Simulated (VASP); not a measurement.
Wanted: the native input for a VASP 6.6.1 run.

```
Task                   : single point
Functional             : PBE
Potentials or basis    : VASP PAW PBE potentials, release 64 (C)
Cutoff                 : 520 eV
k mesh                 : 4 × 4 × 4
Occupations            : gaussian, width 0.1 eV
Spin                   : no spin polarisation
Dipole correction      : no
Further INCAR settings : ALGO = Normal; EDIFF = 1e-06; NBANDS = 26
```

The structure of C lies in POSCAR:

```
C
1.0
    3.5743114202      0.0000000000      0.0000000000
    0.0000000000      3.5743114202      0.0000000000
    0.0000000000      0.0000000000      4.3351434677
C
8
Direct
    0.7848873224      0.5000000000      0.1815931631
    0.5000000000      0.7848873224      0.6815931631
    0.5000000000      0.2151126776      0.6815931631
    0.7848873224      0.5000000000      0.8184068369
    0.2151126776      0.5000000000      0.8184068369
    0.2151126776      0.5000000000      0.1815931631
    0.5000000000      0.7848873224      0.3184068369
    0.5000000000      0.2151126776      0.3184068369
```

These files were run (other wordings do the same):

INCAR

```
SYSTEM = C
  PREC = Accurate
  ENCUT = 520
  EDIFF = 1E-6
  ISMEAR = 0
  SIGMA = 0.1
  LREAL = .False.
  LASPH = .True.
  NELM = 100
  ALGO = Normal
  ISIF = 2
  LWAVE = .False.
  LCHARG = .True.
  GGA = PE
  LELF = .True.
  LVHAR = .True.
  NBANDS = 26
```

KPOINTS

```
Automatic mesh
0
Gamma
  4 4 4
  0 0 0
```

Potentials or basis: VASP PAW PBE potentials, release 64 (C).

Run with:

```bash
$ cat potpaw_PBE.64/C/POTCAR > POTCAR
$ mpirun -np 1 vasp_std > vasp.out
```

It gave:

* Pressure: 0.5 GPa
* Largest force: 0.048 eV/Å
* Band gap on the k mesh: 1.73 eV, indirect (least direct gap 2.24 eV)

Caveat: the k points lie up to 0.44 Å⁻¹ apart.

It took 15 s on 1 thread of Intel Xeon 6975P-C, on a shared host, peak memory 0.16 GiB.
